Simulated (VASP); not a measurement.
# SnO2 (I4_1/amd) in VASP: single point with LDA

Aim: the single point of SnO2 with LDA.

Everything below comes from runs of VASP 6.6.1. Logs are shortened: lines on timing, memory, paths and dates and some standing lists are left out, and cuts for length are marked.

**1. The cell of the first run**

The structure is tetragonal, space group I4_1/amd (No. 141). The conventional cell has a = 3.972 Å, b = 3.972 Å, c = 10.180 Å, α = 90.00°, β = 90.00°, γ = 90.00°. Within 2.7 Å of Sn (site symmetry -4m2) lie 6 O at 2.04 to 2.07 Å. Within 2.7 Å of O (site symmetry 2mm) lie 3 Sn at 2.04 to 2.07 Å and 2 O at 2.54 Å.

**2. Single point, LDA**

The input, POSCAR:

```
SnO2
1.0
   -1.9861130370      1.9861130370      5.0901677921
    1.9861130370     -1.9861130370      5.0901677921
    1.9861130370      1.9861130370     -5.0901677921
Sn O
2 4
Direct
    0.7500000000      0.2500000000      0.5000000000
    0.0000000000      0.0000000000      0.0000000000
    0.7969975833      0.7969975833      0.0000000000
    0.9530024167      0.4530024167      0.5000000000
    0.2030024167      0.2030024167      0.0000000000
    0.5469975833      0.0469975833      0.5000000000
```

The input, INCAR.step1:

```
ALGO = Normal
EDIFF = 1E-6
ENCUT = 520
GGA = CA
ISIF = 2
ISMEAR = 0
LASPH = T
LCHARG = T
LREAL = F
LWAVE = F
NBANDS = 35
NELM = 100
PREC = Accurate
SIGMA = 0.02
```

The input, KPOINTS.step1:

```
k-points
0
Gamma
  10 10 10
```

The input, INCAR.step2:

```
ALGO = Normal
EDIFF = 1E-6
ENCUT = 520
GGA = CA
ICHARG = 11
ISIF = 2
ISMEAR = -5
LASPH = T
LCHARG = F
LORBIT = 11
LREAL = F
LWAVE = F
NBANDS = 35
NEDOS = 2001
NELM = 100
PREC = Accurate
SIGMA = 0.02
```

The input, KPOINTS.step2:

```
k-points
0
Gamma
  15 15 15
```

Potentials or basis: VASP PAW LDA potentials, release 64 (Sn_d, O).

On the command line:

```
cat potpaw_LDA.64/Sn_d/POTCAR potpaw_LDA.64/O/POTCAR > POTCAR
cp INCAR.step1 INCAR
cp KPOINTS.step1 KPOINTS
mpirun -np 1 vasp_std > vasp.out
cp INCAR.step2 INCAR
cp KPOINTS.step2 KPOINTS
mpirun -np 1 vasp_std > vasp.out
```

OUTCAR:

```text
EDIFF = 1E-6
   ENCUT = 520
   GGA = CA
   ICHARG = 11
   ISIF = 2
   ISMEAR = -5
   LASPH = T
   LORBIT = 11
   LREAL = F
   NELM = 100
   PREC = Accurate

 ion  position               nearest neighbor table
   1  0.750  0.250  0.500-   3 2.04   5 2.04   3 2.04   5 2.04   4 2.07   6 2.07   2 3.23   2 3.23
                             2 3.23   2 3.23
   2  0.000  0.000  0.000-   6 2.04   4 2.04   6 2.04   4 2.04   3 2.07   5 2.07   1 3.23   1 3.23
                             1 3.23   1 3.23
   3  0.797  0.797  0.000-   1 2.04   1 2.04   2 2.07
   4  0.953  0.453  0.500-   2 2.04   2 2.04   1 2.07
   5  0.203  0.203  0.000-   1 2.04   1 2.04   2 2.07
   6  0.547  0.047  0.500-   2 2.04   2 2.04   1 2.07

  LATTYP: Found a body centered tetragonal cell.
 ALAT       =     3.9722260740
 C/A-ratio  =     2.5628792004

  Lattice vectors:

 A1 = (  -1.9861130370,   1.9861130370,   5.0901677921)
 A2 = (   1.9861130370,  -1.9861130370,   5.0901677921)
 A3 = (   1.9861130370,   1.9861130370,  -5.0901677921)

Analysis of symmetry for initial positions (statically):
=====================================================================
 Subroutine PRICEL returns:
 Original cell was already a primitive cell.

 Routine SETGRP: Setting up the symmetry group for a
 body centered tetragonal supercell.

 Subroutine GETGRP returns: Found 16 space group operations
 (whereof  8 operations were pure point group operations)
 out of a pool of 16 trial point group operations.

The static configuration has the point symmetry D_2d.
 The point group associated with its full space group is D_4h.

Analysis of symmetry for dynamics (positions and initial velocities):
=====================================================================
 Subroutine PRICEL returns:
 Original cell was already a primitive cell.

 Routine SETGRP: Setting up the symmetry group for a
 body centered tetragonal supercell.

 Subroutine GETGRP returns: Found 16 space group operations
 (whereof  8 operations were pure point group operations)
 out of a pool of 16 trial point group operations.

The dynamic configuration has the point symmetry D_2d.
 The point group associated with its full space group is D_4h.

 Subroutine INISYM returns: Found 16 space group operations
[... 116 lines left out ...]
   TEBEG  =    0.0;   TEEND  =   0.0 temperature during run
   PSTRESS=    0.0 pullay stress
   NELECT =      52.0000    total number of electrons
   NUPDOWN=      -1.0000    fix difference up-down
   EMIN   =  10.00;   EMAX   =-10.00  energy-range for DOS
   EFERMI =   0.00;   METHOD = LEGACY
   ISMEAR =    -5;   SIGMA  =   0.02  broadening in eV -4-tet -1-fermi 0-gaus
   EFERMI_NEDOS =   21; number of points for ismear=-14 and -15
   IALGO  =     38    algorithm
   IMIX   =      4    mixing-type and parameters
     AMIX     =   0.40;   BMIX     =  1.00
     AMIX_MAG =   1.60;   BMIX_MAG =  1.00
  volume/ion in A,a.u.               =      13.39        90.33
  Fermi-wavevector in a.u.,A,eV,Ry     =   1.416259  2.676341 27.290414  2.005789
  Thomas-Fermi vector in A             =   2.537612
   LORBIT       =     11    0 simple, 1 ext, 2 COOP (PROOUT), +10 PAW based schemes
   GGA     = CA    functional components
   LHFCALC =     F    Hartree Fock is set to
   AEXX    =    0.0000 exact exchange contribution
   IVDW    =     0    specifies the selected vdW correction
   LEPSILON=     F    determine dielectric tensor
   LRPA    =     F    only Hartree local field effects (RPA)
 non-spin polarized calculation
 Fermi weights with tetrahedron method with Bloechl corrections
  energy-cutoff  :      520.00
  volume of cell :       80.32
 maximum number of plane-waves:      2208
 NGX is ok and might be reduce to    48

 number of electron      52.0000004 magnetization

 Free energy of the ion-electron system (eV)
  ---------------------------------------------------
  ext. energy  EPLUGINS =         0.00000000
  ---------------------------------------------------
  free energy    TOTEN  =       -41.73722626 eV

  energy without entropy =      -41.73722626  energy(sigma->0) =      -41.73722626

 E-fermi :   3.9583     XC(G=0): -10.9687

 val. band max:        3.9551211403   @ k =   0.3333   0.2667   0.2000
 cond. band min:       5.7119554536   @ k =   0.0000   0.0000   0.0000
 fundamental gap:      1.7568343133
 Fermi energy:         3.9583318234

 k-point     1 :       0.0000    0.0000    0.0000
  band No.  band energies     occupation
      1     -16.3573      2.00000
      2     -16.3346      2.00000
      3     -16.1879      2.00000
      4     -15.6220      2.00000
      5     -15.4757      2.00000
      6     -15.4757      2.00000
[... 901 lines left out ...]
     34      15.6141      0.00000
     35      15.7770      0.00000

 [... further k-points ...]

------------------------ aborting loop because EDIFF is reached ----------------------------------------

  FORCE on cell =-STRESS in cart. coord.  units (eV):
  Direction    XX          YY          ZZ          XY          YZ          ZX
  --------------------------------------------------------------------------------------
  -------------------------------------------------------------------------------------
  Total        0.3987223      0.3987223      0.5820043      0.0000000     -0.0000000      0.0000000
  in kB        7.9539172      7.9539172     11.6101213      0.0000000     -0.0000000      0.0000000
  external PRESSURE =       9.1726519 kB  Pullay stress =       0.0000000 kB

 VOLUME and BASIS-vectors are now :
 -----------------------------------------------------------------------------
  energy-cutoff  :      520.00
  volume of cell :       80.32
      direct lattice vectors                 reciprocal lattice vectors
    -1.986113037  1.986113037  5.090167792     0.000000000  0.251748008  0.098228589
     1.986113037 -1.986113037  5.090167792     0.251748008  0.000000000  0.098228589
     1.986113037  1.986113037 -5.090167792     0.251748008  0.251748008  0.000000000

 POSITION                                       TOTAL-FORCE (eV/Angst)
 -----------------------------------------------------------------------------------
      0.00000      1.98611      2.54508         0.000000      0.000000      0.000000
      0.00000      0.00000      0.00000         0.000000      0.000000      0.000000
      0.00000      0.00000      8.11370        -0.000000      0.000000     -0.037623
     -0.00000      1.98611      4.61172         0.000000     -0.000000      0.037623
      0.00000      0.00000      2.06663        -0.000000      0.000000      0.037623
      0.00000      1.98611      0.47845         0.000000     -0.000000     -0.037623
 -----------------------------------------------------------------------------------
    total drift:                                0.000000     -0.000000      0.000000

  FREE ENERGIE OF THE ION-ELECTRON SYSTEM (eV)
  ---------------------------------------------------
  free  energy   TOTEN  =       -41.7372262595 eV

  energy  without entropy=      -41.7372262595  energy(sigma->0) =      -41.73722626

 total charge

# of ion       s       p       d       tot
------------------------------------------
    1        0.895   1.134  10.391  12.419
    2        0.895   1.134  10.391  12.419
    3        1.550   3.492   0.000   5.042
    4        1.550   3.492   0.000   5.042
    5        1.550   3.492   0.000   5.042
    6        1.550   3.492   0.000   5.042
--------------------------------------------------
tot          7.992  16.235  20.781  45.008
```

OUTCAR.step1:

```text
EDIFF = 1E-6
   ENCUT = 520
   GGA = CA
   ISIF = 2
[... 1155 lines left out ...]
      0.00000      0.00000      8.11370        -0.000000     -0.000000     -0.038620
     -0.00000      1.98611      4.61172         0.000000      0.000000      0.038620
      0.00000      0.00000      2.06663         0.000000      0.000000      0.038620
      0.00000      1.98611      0.47845        -0.000000     -0.000000     -0.038620
 -----------------------------------------------------------------------------------
    total drift:                                0.000000     -0.000000      0.000000

  FREE ENERGIE OF THE ION-ELECTRON SYSTEM (eV)
  ---------------------------------------------------
  free  energy   TOTEN  =       -41.7351188449 eV

  energy  without entropy=      -41.7351188449  energy(sigma->0) =      -41.73511884
```

It took 21 min on 1 thread of Intel Xeon 8259CL, shared host; peak memory 0.7 GiB.

Results:

- Valence electrons inside the program's atomic spheres: Sn 12.42; O 5.04

Caveat: spin-orbit coupling is left out, which moves the levels of the heavy elements.
